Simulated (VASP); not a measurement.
# Te (P3_121) in VASP: relaxation of cell and atoms with PBE

Aim: the relaxation of cell and atoms of Te with PBE.

Everything below comes from runs of VASP 6.6.1. Logs are shortened: lines on timing, memory, paths and dates and some standing lists are left out, and cuts for length are marked.

### Step 1. The cell of the first run

Symmetry: P3_121, No. 152, trigonal system. The conventional cell has a = 4.477 Å, b = 4.477 Å, c = 5.949 Å, α = 90.00°, β = 90.00°, γ = 120.00°. Te (site symmetry 2) has 6 Te at 2.85 to 3.51 Å within 3.8 Å.

### Step 2. Relaxation of cell and atoms, PBE, target pressure 20 GPa, at which the enthalpy is minimised

Input file INCAR:

```
PREC     = Accurate       # precision mode
ENCUT    = 600            # plane-wave cutoff, eV
EDIFF    = 1E-6           # SCF threshold, eV
ISMEAR   = -1             # smearing method
SIGMA    = 0.1            # smearing width, eV
LREAL    = False          # projectors in reciprocal space
LASPH    = True           # aspherical terms in the spheres
NELM     = 80             # most SCF steps
ALGO     = Normal         # electronic algorithm
ISIF     = 3              # what is computed and relaxed
LWAVE    = False          # write WAVECAR
LCHARG   = False          # write CHGCAR
GGA      = PE             # functional
IBRION   = 2              # ionic algorithm
NSW      = 100            # ionic steps
EDIFFG   = -0.03          # ionic threshold
PSTRESS  = 200.0
```

Input file KPOINTS:

```
Automatic mesh
0
Gamma
  9 9 6
```

Input file POSCAR:

```
Te
1.0
    4.4769220100      0.0000000000      0.0000000000
   -2.2384610100      3.8771290000      0.0000000000
    0.0000000000      0.0000000000      5.9488005500
Te
3
Direct
    0.7364000000      0.0000000000      0.3333000000
    0.0000000000      0.7364000000      0.6666300000
    0.2636000000      0.2636000000      0.9999700000
```

Potentials or basis: VASP PAW PBE potentials, release 64 (Te).

On the command line:

```bash
> cat potpaw_PBE.64/Te/POTCAR > POTCAR
> mpirun -np 1 vasp_std > vasp.out
```

OUTCAR:

```text
PREC = Accurate
   ENCUT = 600
   EDIFF = 1E-6
   ISMEAR = -1
   LREAL = False
   LASPH = True
   NELM = 80
   ISIF = 3
   GGA = PE
   IBRION = 2
   NSW = 100
   EDIFFG = -0.03
   PSTRESS = 200.0

 ion  position               nearest neighbor table
   1  0.736  0.000  0.333-   3 2.85   2 2.85   2 3.51   3 3.51   3 3.51   2 3.51
   2  0.000  0.736  0.667-   1 2.85   3 2.85   1 3.51   1 3.51   3 3.51   3 3.51
   3  0.264  0.264  1.000-   1 2.85   2 2.85   1 3.51   1 3.51   2 3.51   2 3.51

  LATTYP: Found a hexagonal cell.
 ALAT       =     4.4769220100
 C/A-ratio  =     1.3287701990

  Lattice vectors:

 A1 = (   4.4769220100,   0.0000000000,   0.0000000000)
 A2 = (  -2.2384610100,   3.8771290000,   0.0000000000)
 A3 = (   0.0000000000,   0.0000000000,   5.9488005500)

Analysis of symmetry for initial positions (statically):
=====================================================================
 Subroutine PRICEL returns:
 Original cell was already a primitive cell.

 Routine SETGRP: Setting up the symmetry group for a
 hexagonal supercell.

 Subroutine GETGRP returns: Found  2 space group operations
 (whereof  1 operations were pure point group operations)
 out of a pool of 24 trial point group operations.

The static configuration has the point symmetry C_1 .
 The point group associated with its full space group is C_2 .

Analysis of symmetry for dynamics (positions and initial velocities):
=====================================================================
 Subroutine PRICEL returns:
 Original cell was already a primitive cell.

 Routine SETGRP: Setting up the symmetry group for a
 hexagonal supercell.

 Subroutine GETGRP returns: Found  2 space group operations
 (whereof  1 operations were pure point group operations)
 out of a pool of 24 trial point group operations.

The dynamic configuration has the point symmetry C_1 .
 The point group associated with its full space group is C_2 .

 Subroutine INISYM returns: Found  2 space group operations
 (whereof  1 operations are pure point group operations),
 and found     1 'primitive' translations

----------------------------------------------------------------------------------------

                                     Primitive cell

  volume of cell :     103.2569

  direct lattice vectors                    reciprocal lattice vectors
     4.476922010  0.000000000  0.000000000     0.223367751  0.128961404  0.000000000
    -2.238461010  3.877129000  0.000000000     0.000000000  0.257922808  0.000000000
     0.000000000  0.000000000  5.948800550     0.000000000  0.000000000  0.168101114

  length of vectors
     4.476922010  4.476922713  5.948800550     0.257922849  0.257922808  0.168101114

  position of ions in fractional coordinates (direct lattice)
     0.736400000  0.000000000  0.333300000
     0.000000000  0.736400000  0.666630000
     0.263600000  0.263600000  0.999970000

  ion indices of the primitive-cell ions
   primitive index   ion index
                 1           1
                 2           2
                 3           3

----------------------------------------------------------------------------------------

 KPOINTS: Automatic mesh

Automatic generation of k-mesh.
 Grid dimensions read from file:
 generate k-points for:    9    9    6

 Generating k-lattice:

  Cartesian coordinates                     Fractional coordinates (reciprocal lattice)
     0.024818639  0.014329045  0.000000000     0.111111111  0.000000000  0.000000000
     0.000000000  0.028658090  0.000000000     0.000000000  0.111111111  0.000000000
     0.000000000  0.000000000  0.028016852     0.000000000  0.000000000  0.166666667

  Length of vectors
     0.028658094  0.028658090  0.028016852

  Shift w.r.t. Gamma in fractional coordinates (k-lattice)
     0.000000000  0.000000000  0.000000000

 Subroutine IBZKPT returns following result:
 ===========================================

 Found    140 irreducible k-points:

 Following reciprocal coordinates:
            Coordinates               Weight
  0.000000  0.000000  0.000000      1.000000
  0.111111 -0.000000  0.000000      4.000000
  0.000000  0.111111  0.000000      2.000000
  0.222222 -0.000000  0.000000      4.000000
  0.000000  0.222222  0.000000      2.000000
  0.333333 -0.000000  0.000000      4.000000
[... 16 lines left out ...]
 -0.222222 -0.444444  0.000000      4.000000
  0.444444  0.333333  0.000000      4.000000
 [... further k-points ...]
   k-points           NKPTS =    140   k-points in BZ     NKDIM =    140   number of bands    NBANDS=     13
   number of dos      NEDOS =    301   number of ions     NIONS =      3
   total plane-waves  NPLWV =  62208
   dimension x,y,z NGX =    36 NGY =   36 NGZ =   48
   dimension x,y,z NGXF=    72 NGYF=   72 NGZF=   96
   ions per type =               3
   NGX,Y,Z   is equivalent  to a cutoff of  13.37, 13.37, 13.41 a.u.
   NGXF,Y,Z  is equivalent  to a cutoff of  26.74, 26.74, 26.83 a.u.
 SYSTEM =  unknown system
   PREC   = accura    normal or accurate (medium, high low for compatibility)
   ISTART =      0    job   : 0-new  1-cont  2-samecut
   ICHARG =      2    charge: 1-file 2-atom 10-const
   ISPIN  =      1    spin polarized calculation?
   LNONCOLLINEAR =      F non collinear calculations
   LSORBIT =      F    spin-orbit coupling
   LASPH  =      T    aspherical Exc in radial PAW
   ENCUT  =  600.0 eV  44.10 Ry    6.64 a.u.   8.94  8.94 11.88*2*pi/ulx,y,z
   NELM   =     80;   NELMIN=  2; NELMDL= -5     # of ELM steps
   EDIFF  = 0.1E-05   stopping-criterion for ELM
   LREAL  =      F    real-space projection
   EDIFFG = -.3E-01   stopping-criterion for IOM
   NSW    =    100    number of steps for IOM
   IBRION =      2    ionic relax: 0-MD 1-quasi-New 2-CG
   NFREE  =      1    steps in history (QN), initial steepest desc. (CG)
   ISIF   =      3    stress and relaxation
   ISYM   =      2    0-nonsym 1-usesym 2-fastsym
   POTIM  = 0.5000    time-step for ionic-motion
   TEBEG  =    0.0;   TEEND  =   0.0 temperature during run
   PSTRESS=  200.0 pullay stress
   NELECT =      18.0000    total number of electrons
   NUPDOWN=      -1.0000    fix difference up-down
   EMIN   =  10.00;   EMAX   =-10.00  energy-range for DOS
   EFERMI =   0.00;   METHOD = LEGACY
   ISMEAR =    -1;   SIGMA  =   0.10  broadening in eV -4-tet -1-fermi 0-gaus
   EFERMI_NEDOS =   21; number of points for ismear=-14 and -15
   IALGO  =     38    algorithm
   IMIX   =      4    mixing-type and parameters
     AMIX     =   0.40;   BMIX     =  1.00
     AMIX_MAG =   1.60;   BMIX_MAG =  1.00
  volume/ion in A,a.u.               =      34.42       232.27
  Fermi-wavevector in a.u.,A,eV,Ry     =   0.914519  1.728190 11.379158  0.836345
  Thomas-Fermi vector in A             =   2.039155
   LORBIT       =      0    0 simple, 1 ext, 2 COOP (PROOUT), +10 PAW based schemes
   GGA     = PE    functional components
   LHFCALC =     F    Hartree Fock is set to
   AEXX    =    0.0000 exact exchange contribution
   IVDW    =     0    specifies the selected vdW correction
   LEPSILON=     F    determine dielectric tensor
   LRPA    =     F    only Hartree local field effects (RPA)
 conjugate gradient relaxation of ions
 non-spin polarized calculation
  energy-cutoff  :      600.00
  volume of cell :      103.26
 maximum number of plane-waves:      3471
   NGX = 17   NGY = 17   NGZ = 23

--------------------------------------- Ionic step        1  -------------------------------------------

 number of electron      17.9999997 magnetization

 Free energy of the ion-electron system (eV)
  ---------------------------------------------------
  ext. energy  EPLUGINS =         0.00000000
  ---------------------------------------------------
  free energy    TOTEN  =        -9.41738006 eV

  energy without entropy =       -9.41210313  energy(sigma->0) =       -9.41474160

------------------------ aborting loop because EDIFF is reached ----------------------------------------

  FORCE on cell =-STRESS in cart. coord.  units (eV):
  Direction    XX          YY          ZZ          XY          YZ          ZX
  --------------------------------------------------------------------------------------
  -------------------------------------------------------------------------------------
  Total        0.8018937      0.8016661      1.0299293     -0.0000000     -0.0002519      0.0000000
  in kB       12.4425155     12.4389838     15.9808111     -0.0000000     -0.0039081      0.0000000
  external PRESSURE =    -186.3792299 kB  Pullay stress =     200.0000000 kB
[... 100 lines left out ...]
  energy  without entropy=       -8.5303696969  energy(sigma->0) =       -8.53302650

  enthalpy is  TOTEN    =         2.0525685662 eV   P V=       10.5882518780

 E-fermi :   9.0427     XC(G=0):  -9.9658

 val. band max:        8.9639910535   @ k =   0.3333   0.3333   0.5000
 cond. band min:       9.1155350831   @ k =   0.3333   0.3333   0.5000
 fundamental gap:      0.1515440295
 Fermi energy:         9.0427143742

 k-point     1 :       0.0000    0.0000    0.0000
  band No.  band energies     occupation
      1      -6.6422      2.00000
      2      -2.2804      2.00000
      3      -2.2803      2.00000
      4       4.8495      2.00000
      5       5.6979      2.00000
      6       5.6980      2.00000
      7       6.6347      2.00000
      8       6.6348      2.00000
      9       7.6607      2.00000
     10      10.0466      0.00009
     11      10.0466      0.00009
     12      10.5802      0.00000
     13      13.2645      0.00000
[... 354 lines left out ...]
  band No.  band energies     occupation
      1      -5.1369      2.00000
      2      -2.8795      2.00000
      3      -2.2048      2.00000
      4       2.7584      2.00000
      5       2.9703      2.00000
      6       4.5628      2.00000
      7       4.8393      2.00000
      8       5.7982      2.00000
      9       5.8952      2.00000
     10      11.1334      0.00000
     11      11.9839      0.00000
     12      12.7623      0.00000
     13      13.1089      0.00000

 [... further k-points ...]

 E-fermi :   9.9412     XC(G=0): -10.5155

 val. band max:        9.9329580069   @ k =   0.1111   0.1111   0.0000
 cond. band min:       9.9452650803   @ k =   0.4444  -0.0000   0.3333
 fundamental gap:      0.0123070734
 Fermi energy:         9.9411674805

 k-point     1 :       0.0000    0.0000    0.0000
  band No.  band energies     occupation
      1      -5.5637      2.00000
      2      -1.7553      2.00000
      3      -1.7553      2.00000
      4       8.2825      2.00000
      5       8.2974      2.00000
      6       8.2975      2.00000
      7       8.4988      2.00000
      8       8.4989      2.00000
      9       8.6704      1.99999
     10      11.7231      0.00000
     11      11.7231      0.00000
     12      13.0950      0.00000
     13      14.1647      0.00000
[... 354 lines left out ...]
  band No.  band energies     occupation
      1      -2.8182      2.00000
      2      -1.8109      2.00000
      3      -1.0141      2.00000
      4       3.9194      2.00000
      5       4.0018      2.00000
      6       5.1783      2.00000
      7       5.4434      2.00000
      8       6.4790      2.00000
      9       6.5657      2.00000
     10      13.0193      0.00000
     11      13.3514      0.00000
     12      13.4890      0.00000
     13      14.2296      0.00000

 [... further k-points ...]

[... ionic steps 4 to 19 ...]

--------------------------------------- Ionic step       20  -------------------------------------------

 number of electron      18.0000000 magnetization

------------------------ aborting loop because EDIFF is reached ----------------------------------------
[... 73 lines left out ...]
--------------------------------------- Ionic step       22  -------------------------------------------

 number of electron      18.0000000 magnetization

 Free energy of the ion-electron system (eV)
  ---------------------------------------------------
  ext. energy  EPLUGINS =         0.00000000
  ---------------------------------------------------
  free energy    TOTEN  =        -7.94835913 eV

  energy without entropy =       -7.90689460  energy(sigma->0) =       -7.92762687

 E-fermi :  10.6218     XC(G=0): -10.8067

 val. band max:       10.5943467012   @ k =   0.0000   0.0000   0.1667
 cond. band min:      10.6558089058   @ k =   0.4444  -0.0000   0.0000
 fundamental gap:      0.0614622046
 Fermi energy:        10.6218474726

 k-point     1 :       0.0000    0.0000    0.0000
  band No.  band energies     occupation
      1      -5.1439      2.00000
      2      -1.6589      2.00000
      3      -1.6589      2.00000
      4       8.5126      2.00000
      5       8.5126      2.00000
      6      10.2018      1.97046
      7      10.2086      1.96841
      8      10.2086      1.96841
      9      10.2155      1.96622
     10      12.9885      0.00000
     11      12.9926      0.00000
     12      14.7769      0.00000
     13      15.1712      0.00000
[... 354 lines left out ...]
  band No.  band energies     occupation
      1      -1.9815      2.00000
      2      -0.9249      2.00000
      3      -0.1392      2.00000
      4       4.3676      2.00000
      5       4.3963      2.00000
      6       5.6027      2.00000
      7       6.1025      2.00000
      8       7.0944      2.00000
      9       7.1293      2.00000
     10      13.0212      0.00000
     11      13.0277      0.00000
     12      13.7990      0.00000
     13      15.9784      0.00000

 [... further k-points ...]
[... 5 lines left out ...]
  --------------------------------------------------------------------------------------
  -------------------------------------------------------------------------------------
  Total        8.9887092      8.9794048      8.9835887     -0.0000002     -0.0090294      0.0000000
  in kB      200.6893861    200.4816490    200.5750617     -0.0000048     -0.2015990      0.0000000
  external PRESSURE =       0.5820323 kB  Pullay stress =     200.0000000 kB
[... 22 lines left out ...]
  energy  without entropy=       -7.9068946020  energy(sigma->0) =       -7.92762687

  enthalpy is  TOTEN    =         1.0094730052 eV   P V=        8.9578321364

 reached required accuracy - stopping structural energy minimisation
```

It took 52 min on 1 thread of Intel Xeon 8259CL, shared host; peak memory 0.39 GiB.

What came out:

* Free energy: -7.9484 eV
* Relaxed volume: 23.92 Å³/atom
* Relaxed cell: a = 3.558 Å, b = 3.558 Å, c = 6.545 Å, α = 89.99°, β = 90.00°, γ = 120.00°
* Space group after relaxing (to 0.1 Å): R-3m (No. 166)
* Energy change on relaxing (the run minimises the enthalpy): +489.7 meV/atom
* Ionic steps: 22
* Pressure after relaxing: 20.1 GPa
* Largest force after relaxing: 0.006 eV/Å
* Band gap on the k mesh: zero (bands 9 and 10 overlap by 3.30 eV)

Forces in eV/Å, atoms in the order of the input:
```
Te  -0.006  0.000  0.000
Te   0.003 -0.005  0.000
Te   0.003  0.005  0.000
```

Step by step:
```csv
step,energy change (eV),largest force (eV/Å),pressure (GPa),volume (Å³)
1,0.0000,0.2433,1.36,103.26
2,11.4375,8.4485,128.37,54.23
3,0.8817,1.7025,16.59,84.82
4,1.0759,1.8982,19.02,83.05
5,1.1807,1.9986,20.29,82.18
6,1.2099,0.9826,21.64,77.78
7,1.5634,0.4101,25.60,73.36
8,1.7717,0.3281,27.96,71.48
9,0.6957,0.0094,10.16,80.05
10,1.0877,0.1250,17.87,75.65
11,1.0983,0.1281,18.05,75.56
12,1.1816,0.0763,18.51,74.55
13,1.5395,0.1028,20.48,71.25
14,1.4123,0.0545,19.71,72.24
15,1.4552,0.0740,19.90,71.89
16,1.4652,0.0780,20.01,71.81
17,1.4668,0.0625,19.95,71.79
18,1.4709,0.0335,19.83,71.75
19,1.5013,0.0194,20.35,71.51
20,1.4948,0.0224,20.24,71.56
21,1.4822,0.0090,20.16,71.66
22,1.4690,0.0057,20.06,71.76
```

Final structure:
```
CELL_PARAMETERS angstrom
3.55806 0.00000 0.00000
-1.77903 3.08172 0.00031
0.00000 0.00067 6.54450
ATOMIC_POSITIONS crystal
Te 0.66706 0.00000 0.33330
Te 0.00000 0.66706 0.66663
Te 0.33294 0.33294 0.99997
```

Levels at points of the mesh, in eV from the Fermi level:
```
           k point  band 6  band 7  band 8  band 9  band 10  band 11  band 12  band 13
(0.00, 0.00, 0.00)   -0.42   -0.41   -0.41   -0.41     2.37     2.37     4.16     4.55
(0.00, 0.00, 0.50)   -0.91    1.03    1.03    1.03     1.04     2.53     2.53     4.16
```

Caveat: the cell is relaxed towards a set pressure, so the run minimises the enthalpy, not the energy; the volume moved by over 15 % at a fixed basis, so the end points are rough; spin-orbit coupling is left out, which moves the levels of the heavy elements.
